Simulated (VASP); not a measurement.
# Co (Fm-3m) in VASP: further runs

The runs below take Co through single point, with PBE.

All numbers are computed with VASP 6.6.1; they aren't measurements. Logs are shortened: lines on timing, memory, paths and dates and some standing lists are left out, and cuts for length are marked.

## (1) The cell of the first run

Symmetry: Fm-3m, No. 225, cubic system. Conventional cell: a = 3.615 Å, b = 3.615 Å, c = 3.615 Å, α = 90.00°, β = 90.00°, γ = 90.00°. Within 3.4 Å of Co (site symmetry m-3m) lie 12 Co at 2.56 Å.

## (2) Single point, PBE, collinear spin, ferromagnetic start (volume scaled by 1.02)

File INCAR:

```
SYSTEM = Co
PREC     = Accurate       ! precision mode
ENCUT    = 520            ! plane-wave cutoff, eV
EDIFF    = 1E-7           ! SCF threshold, eV
ISMEAR   = -1             ! smearing method
SIGMA    = 0.08           ! smearing width, eV
LREAL    = .FALSE.        ! projectors in reciprocal space
LASPH    = .TRUE.         ! aspherical terms in the spheres
NELM     = 150            ! most SCF steps
ALGO     = Normal         ! electronic algorithm
ISIF     = 2              ! what is computed and relaxed
LWAVE    = .FALSE.        ! write WAVECAR
LCHARG   = .FALSE.        ! write CHGCAR
ISPIN    = 2              ! spin polarisation
MAGMOM   = 2              ! initial moments
LORBIT   = 11             ! projections on sites
LMAXMIX  = 4              ! l up to which the mixer works
GGA      = PE             ! functional
NBANDS   = 14             ! bands
```

File KPOINTS:

```
Automatic mesh
0
G
  16 16 16
  0 0 0
```

File POSCAR:

```
Co
1.0
    0.0000000000      1.8075923996      1.8075923996
    1.8075923996      0.0000000000      1.8075923996
    1.8075923996      1.8075923996      0.0000000000
Co
1
Direct
    0.0000000000      0.0000000000      0.0000000000
```

Potentials or basis: VASP PAW PBE potentials, release 64 (Co).

Started as:

```
$ cat potpaw_PBE.64/Co/POTCAR > POTCAR
$ mpirun -np 1 vasp_std > vasp.out
```

OUTCAR:

```text
SYSTEM = Co
   PREC = Accurate
   ENCUT = 520
   EDIFF = 1E-7
   ISMEAR = -1
   LREAL = .FALSE.
   LASPH = .TRUE.
   NELM = 150
   ISIF = 2
   ISPIN = 2
   LORBIT = 11
   GGA = PE

 ion  position               nearest neighbor table
   1  0.000  0.000  0.000-

  LATTYP: Found a face centered cubic cell.
 ALAT       =     3.6151847992

  Lattice vectors:

 A1 = (   0.0000000000,   1.8075923996,   1.8075923996)
 A2 = (   1.8075923996,   0.0000000000,   1.8075923996)
 A3 = (   1.8075923996,   1.8075923996,   0.0000000000)

Analysis of symmetry for initial positions (statically):
=====================================================================
 Subroutine PRICEL returns:
 Original cell was already a primitive cell.

 Routine SETGRP: Setting up the symmetry group for a
 face centered cubic supercell.

 Subroutine GETGRP returns: Found 48 space group operations
 (whereof 48 operations were pure point group operations)
 out of a pool of 48 trial point group operations.

The static configuration has the point symmetry O_h .

Analysis of symmetry for dynamics (positions and initial velocities):
=====================================================================
 Subroutine PRICEL returns:
 Original cell was already a primitive cell.

 Routine SETGRP: Setting up the symmetry group for a
 face centered cubic supercell.

 Subroutine GETGRP returns: Found 48 space group operations
 (whereof 48 operations were pure point group operations)
 out of a pool of 48 trial point group operations.

The dynamic configuration has the point symmetry O_h .

Analysis of structural, dynamic, and magnetic symmetry:
=====================================================================
 Subroutine PRICEL returns:
 Original cell was already a primitive cell.

 Routine SETGRP: Setting up the symmetry group for a
 face centered cubic supercell.

 Subroutine GETGRP returns: Found 48 space group operations
 (whereof 48 operations were pure point group operations)
 out of a pool of 48 trial point group operations.

The overall configuration has the point symmetry O_h .

 Subroutine INISYM returns: Found 48 space group operations
 (whereof 48 operations are pure point group operations),
 and found     1 'primitive' translations

----------------------------------------------------------------------------------------

                                     Primitive cell

  volume of cell :      11.8122

  direct lattice vectors                    reciprocal lattice vectors
     0.000000000  1.807592400  1.807592400    -0.276611033  0.276611033  0.276611033
[... 123 lines left out ...]
 Free energy of the ion-electron system (eV)
  ---------------------------------------------------
  ext. energy  EPLUGINS =         0.00000000
  ---------------------------------------------------
  free energy    TOTEN  =        -6.98731199 eV

  energy without entropy =       -6.96031715  energy(sigma->0) =       -6.97381457

 E-fermi :   9.2181     XC(G=0): -12.9131

 val. band max:        9.2178528552   @ k =  -0.3125   0.3125   0.0625
 cond. band min:       9.2182725765   @ k =   0.2500   0.1250   0.0625
 fundamental gap:      0.0004197213
 Fermi energy:         9.2180656512

 spin component 1

 k-point     1 :       0.0000    0.0000    0.0000
  band No.  band energies     occupation
      1       0.6743      1.00000
      2       6.5823      1.00000
      3       6.5823      1.00000
      4       6.5823      1.00000
      5       7.4482      1.00000
      6       7.4482      1.00000
      7      31.5216      0.00000
      8      35.2125      0.00000
      9      35.2125      0.00000
     10      35.2125      0.00000
     11      38.0901      0.00000
     12      38.0901      0.00000
     13      38.0901      0.00000
     14      40.9189      0.00000
[... 379 lines left out ...]
      3       6.6631      1.00000
      4       6.6788      1.00000
      5       7.3685      1.00000
      6       7.4668      1.00000
      7      30.3266      0.00000
      8      31.9034      0.00000
      9      34.0370      0.00000
     10      35.7568      0.00000
     11      38.2410      0.00000
     12      38.3101      0.00000
     13      41.0235      0.00000
     14      43.1911      0.00000

 [... further k-points ...]

 spin component 2

 k-point     1 :       0.0000    0.0000    0.0000
  band No.  band energies     occupation
      1       0.6811      1.00000
      2       8.2103      1.00000
      3       8.2103      1.00000
      4       8.2103      1.00000
      5       9.5388      0.01783
      6       9.5388      0.01783
      7      31.1663      0.00000
      8      35.3949      0.00000
      9      35.3949      0.00000
     10      35.3949      0.00000
     11      38.3732      0.00000
     12      38.3732      0.00000
     13      38.3732      0.00000
     14      40.5075      0.00000
[... 379 lines left out ...]
      3       8.3010      0.99999
      4       8.3167      0.99999
      5       9.4414      0.05777
      6       9.5521      0.01513
      7      30.2511      0.00000
      8      32.0874      0.00000
      9      34.1389      0.00000
     10      35.9409      0.00000
     11      38.2959      0.00000
     12      38.5126      0.00000
     13      41.0868      0.00000
     14      43.5660      0.00000

 [... further k-points ...]

------------------------ aborting loop because EDIFF is reached ----------------------------------------

  FORCE on cell =-STRESS in cart. coord.  units (eV):
  Direction    XX          YY          ZZ          XY          YZ          ZX
  --------------------------------------------------------------------------------------
  -------------------------------------------------------------------------------------
  Total       -1.0140810     -1.0140810     -1.0140810      0.0000000      0.0000000     -0.0000000
  in kB     -137.5471898   -137.5471898   -137.5471898      0.0000000      0.0000000     -0.0000000
  external PRESSURE =    -137.5471898 kB  Pullay stress =       0.0000000 kB

 VOLUME and BASIS-vectors are now :
 -----------------------------------------------------------------------------
  energy-cutoff  :      520.00
  volume of cell :       11.81
      direct lattice vectors                 reciprocal lattice vectors
     0.000000000  1.807592400  1.807592400    -0.276611033  0.276611033  0.276611033
     1.807592400  0.000000000  1.807592400     0.276611033 -0.276611033  0.276611033
     1.807592400  1.807592400  0.000000000     0.276611033  0.276611033 -0.276611033

 POSITION                                       TOTAL-FORCE (eV/Angst)
 -----------------------------------------------------------------------------------
      0.00000      0.00000      0.00000         0.000000      0.000000     -0.000000
 -----------------------------------------------------------------------------------
    total drift:                                0.000000      0.000000      0.000000

  FREE ENERGIE OF THE ION-ELECTRON SYSTEM (eV)
  ---------------------------------------------------
  free  energy   TOTEN  =        -6.9873119862 eV

  energy  without entropy=       -6.9603171453  energy(sigma->0) =       -6.97381457

 total charge

# of ion       s       p       d       tot
------------------------------------------
    1        0.457   0.455   7.206   8.118

 magnetization (x)

# of ion       s       p       d       tot
------------------------------------------
    1       -0.011  -0.046   1.800   1.743
```

Run time: 39 s. Hardware: 1 thread of Intel Xeon Platinum 8488C (Sapphire Rapids), shared host; peak memory 0.16 GiB.

Results:

```
Free energy                                           : -6.9873 eV
Pressure                                              : -13.8 GPa
Net moment                                            : 1.71 μB per cell
Site moments                                          : Co +1.74 μB
Valence electrons inside the program's atomic spheres : Co 8.12
```

## (3) Single point, PBE, collinear spin, ferromagnetic start (volume scaled by 1.06)

File INCAR:

```
SYSTEM = Co
PREC     = Accurate       ! precision mode
ENCUT    = 520            ! plane-wave cutoff, eV
EDIFF    = 1E-6           ! SCF threshold, eV
ISMEAR   = -1             ! smearing method
SIGMA    = 0.08           ! smearing width, eV
LREAL    = .False.        ! projectors in reciprocal space
LASPH    = .True.         ! aspherical terms in the spheres
NELM     = 150            ! most SCF steps
ALGO     = Normal         ! electronic algorithm
ISIF     = 2              ! what is computed and relaxed
LWAVE    = .False.        ! write WAVECAR
LCHARG   = .False.        ! write CHGCAR
ISPIN    = 2              ! spin polarisation
MAGMOM   = 2              ! initial moments
LORBIT   = 11             ! projections on sites
LMAXMIX  = 4              ! l up to which the mixer works
GGA      = PE             ! functional
NBANDS   = 14             ! bands
```

File KPOINTS:

```
Automatic mesh
0
Gamma
  16 16 16
  0 0 0
```

File POSCAR:

```
Co
1.0
    0.0000000000      1.8309187452      1.8309187452
    1.8309187452      0.0000000000      1.8309187452
    1.8309187452      1.8309187452      0.0000000000
Co
1
Direct
    0.0000000000      0.0000000000      0.0000000000
```

Potentials or basis: VASP PAW PBE potentials, release 64 (Co).

Started as:

```
$ cat potpaw_PBE.64/Co/POTCAR > POTCAR
$ mpirun -np 1 vasp_std > vasp.out
```

Wall time 45 s (1 thread of Intel Xeon Platinum 8488C (Sapphire Rapids), shared host); peak memory 0.16 GiB.

Results (log left out):

```yaml
Free_energy: -6.9404 eV
Pressure: -18.5 GPa
Net_moment: 1.74 μB per cell
Site_moments: Co +1.78 μB
Valence_electrons_inside_the_program's_atomic_spheres: Co 8.06
```

Levels at points of the mesh, in eV from the Fermi level:
Spin up:
```csv
k point,band 2,band 3,band 4,band 5,band 6,band 7,band 8,band 9
"(0.00, 0.00, 0.00)",-2.60,-2.60,-2.60,-1.81,-1.81,21.97,25.37,25.37
"(0.50, 0.00, 0.00)",-2.74,-2.74,-1.03,-1.03,-0.22,5.07,20.59,22.69
"(0.50, 0.50, 0.00)",-4.19,-1.16,-0.79,-0.79,2.29,8.32,13.64,13.64
```
Spin down:
```
           k point  band 1  band 2  band 3  band 4  band 5  band 6  band 7  band 8
(0.00, 0.00, 0.00)   -8.33   -0.95   -0.95   -0.95    0.32    0.32   21.60   25.57
(0.50, 0.00, 0.00)   -3.76   -0.93   -0.93   -0.29    0.98    0.98    6.09   20.24
(0.50, 0.50, 0.00)   -3.45   -2.85    1.06    1.09    1.09    2.27    9.24   13.79
```
